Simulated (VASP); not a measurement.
Wanted: the native input for a VASP 6.6.1 run.

- Task: relaxation of cell and atoms
- Functional: PBE
- Potentials or basis: VASP PAW PBE potentials, release 64 (Dy_3, B), 4f in core
- Cutoff: 500 eV
- k mesh: 6 × 6 × 6
- Occupations: gaussian, width 0.1 eV
- Spin: no spin polarisation
- Dipole correction: no
- Mended: yes
- Further INCAR settings: ALGO = Normal; EDIFF = 1e-07; IBRION = 2; EDIFFG = -0.04; NSW = 90; ISIF = 3

The structure of Dy2B lies in POSCAR:

```
Dy2B
1.0
    0.0000000000      3.0475870200      3.0475870200
    3.0475870200      0.0000000000      3.0475870200
    3.0475870200      3.0475870200      0.0000000000
Dy B
2 1
Direct
    0.7500000000      0.7500000000      0.7500000000
    0.2500000000      0.2500000000      0.2500000000
    0.0000000000      0.0000000000      0.0000000000
```

The cell was built from a structure type or drawn by symmetry, and may not be a known phase.

The input as run:

INCAR

```
  ALGO = Normal
  EDIFF = 1E-7
  EDIFFG = -0.04
  ENCUT = 500
  GGA = PE
  GGA_COMPAT = F
  IBRION = 2
  ISIF = 3
  ISMEAR = 0
  LASPH = T
  LCHARG = F
  LMAXMIX = 6
  LREAL = F
  LWAVE = F
  NELM = 200
  NELMIN = 4
  NSW = 90
  PREC = Accurate
  SIGMA = 0.1
```

KPOINTS

```
k-points
0
Gamma
  6 6 6
```

Potentials or basis: VASP PAW PBE potentials, release 64 (Dy_3, B), 4f in core.

Launch:

```sh
$ cat potpaw_PBE.64/Dy_3/POTCAR potpaw_PBE.64/B/POTCAR > POTCAR
$ mpirun -np 1 vasp_std > vasp.out
```

Results of the run:

```json
{"Relaxed volume": "21.79 Å³/atom", "Relaxed cell": "a = 4.522 Å, b = 4.522 Å, c = 4.522 Å, α = 60.00°, β = 60.00°, γ = 60.00°", "Space group after relaxing (to 0.1 Å)": "Fm-3m (No. 225)", "Energy gained by relaxing": "107.6 meV/atom", "Ionic steps": "3", "Pressure after relaxing": "0.0 GPa", "Band gap on the k mesh": "zero (an odd number of electrons rules out a gap without spin polarisation)"}
```

Caveat: the volume moved by over 15 % at a fixed basis, so the end points are rough; spin-orbit coupling is left out, which moves the levels of the heavy elements; the 4f electrons are frozen in the core, so they carry no moment and show no levels.

It took 32 s on 1 thread of Intel(R) Xeon(R) Platinum 8259CL CPU @ 2.50GHz (Skylake/Cascade Lake) (shared host), peak memory 0.18 GiB.
